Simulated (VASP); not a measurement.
**ZnS: relaxation of cell and atoms with PBE**

The system is ZnS.

```
Zn S
1.0
     0.00000   -2.72156   -2.72156
     0.00000    2.72156   -2.72156
     5.44313    0.00000    0.00000
Zn S
2 2
Cartesian
  2.7409 0.0536 -2.6728
  0.0193 0.0536 0.0488
  1.3801 1.4144 -1.3120
  4.0244 -1.5216 -1.5071
```

| Quantity | Value |
| --- | --- |
| Program | VASP 6.6.1 |
| Task | relaxation of cell and atoms |
| Functional | PBE |
| Potentials or basis | VASP PAW PBE potentials, release 64 (Zn, S) |
| Cutoff | 600 eV |
| k mesh | 6 × 6 × 4 |
| Occupations | gaussian, width 0.05 eV |
| Spin | no spin polarisation |
| Dipole correction | no |
| Further INCAR settings | ALGO = Normal; EDIFF = 1e-06; IBRION = 2; EDIFFG = -0.01; NSW = 100; ISIF = 3 |

```yaml
Relaxed_volume: 20.20 Å³/atom
Relaxed_cell: a = 3.853 Å, b = 3.853 Å, c = 5.444 Å, α = 90.00°, β = 89.97°, γ = 90.00°
Space_group_after_relaxing_to_0.1_Å: F-43m (No. 216)
Energy_gained_by_relaxing: 66.5 meV/atom
Ionic_steps: 19
Pressure_after_relaxing: 0.0 GPa
Largest_force_after_relaxing: 0.010 eV/Å
Band_gap_on_the_k_mesh: 2.01 eV
```

Forces on the atoms (eV/Å):
```
Zn   0.004 -0.001 -0.001
Zn   0.006  0.004  0.004
S    0.000 -0.004 -0.003
S   -0.009  0.001  0.000
```

The path:
| step | energy change (eV) | largest force (eV/Å) | pressure (GPa) | volume (Å³) |
| --- | --- | --- | --- | --- |
| 1 | 0.0000 | 1.7400 | 1.42 | 80.63 |
| 2 | -0.1575 | 0.8927 | -1.36 | 82.72 |
| 3 | -0.1638 | 0.8031 | -1.93 | 83.38 |
| 4 | -0.2351 | 0.3600 | -0.14 | 81.02 |
| 5 | -0.2382 | 0.2932 | 0.32 | 80.47 |
| 6 | -0.2543 | 0.1921 | -0.01 | 80.82 |
| 7 | -0.2568 | 0.2277 | -0.15 | 81.04 |
| 8 | -0.2617 | 0.1176 | -0.07 | 80.90 |
| 9 | -0.2622 | 0.0966 | -0.02 | 80.83 |
| 10 | -0.2636 | 0.0631 | 0.06 | 80.77 |
| 11 | -0.2639 | 0.0754 | 0.10 | 80.71 |
| 12 | -0.2648 | 0.0446 | -0.07 | 80.90 |
| 13 | -0.2649 | 0.0485 | -0.12 | 80.97 |
| 14 | -0.2655 | 0.0369 | 0.06 | 80.80 |
| 15 | -0.2657 | 0.0319 | 0.13 | 80.72 |
| 16 | -0.2658 | 0.0193 | -0.13 | 80.98 |
| 17 | -0.2659 | 0.0123 | -0.07 | 80.88 |
| 18 | -0.2659 | 0.0110 | 0.07 | 80.78 |
| 19 | -0.2659 | 0.0095 | 0.00 | 80.81 |

Final structure:
```
Zn S
1.0
     0.00169   -2.72447   -2.72435
    -0.00001    2.72463   -2.72452
     5.44357   -0.00035   -0.00044
Zn S
2 2
Direct
  0.49941 0.49997 0.49994
  0.00058 0.00004 0.99990
  0.99960 0.50003 0.25001
  0.50041 0.99996 0.75015
```

Levels at points of the mesh, in eV from the valence-band top:
```tsv
k point	band 14	band 15	band 16	band 17	band 18	band 19	band 20	band 21	band 22
(0.00, 0.00, 0.00)	-2.14	-2.14	0.00	0.00	0.00	2.01	3.45	4.06	6.41
(0.50, 0.00, 0.00)	-3.87	-2.42	-2.42	-0.87	-0.87	4.76	4.77	6.65	6.65
(0.00, 0.50, 0.00)	-3.87	-2.42	-2.42	-0.87	-0.87	4.76	4.76	6.65	6.65
(0.50, 0.50, 0.00)	-4.47	-2.14	-2.14	-2.13	-2.13	3.46	3.46	4.07	4.08
(0.00, 0.00, 0.50)	-2.54	-1.19	-1.19	-1.19	-1.19	4.43	4.43	4.57	4.57
(0.50, 0.00, 0.50)	-5.14	-0.84	-0.83	-0.83	-0.83	3.26	3.26	6.94	6.94
(0.00, 0.50, 0.50)	-5.14	-0.84	-0.84	-0.83	-0.83	3.26	3.26	6.93	6.93
(0.50, 0.50, 0.50)	-4.48	-2.64	-2.64	-2.63	-2.62	5.71	5.71	5.93	5.93
```

Wall time 29 min on 1 thread of Intel Xeon 8259CL (shared host), peak memory 0.33 GiB.
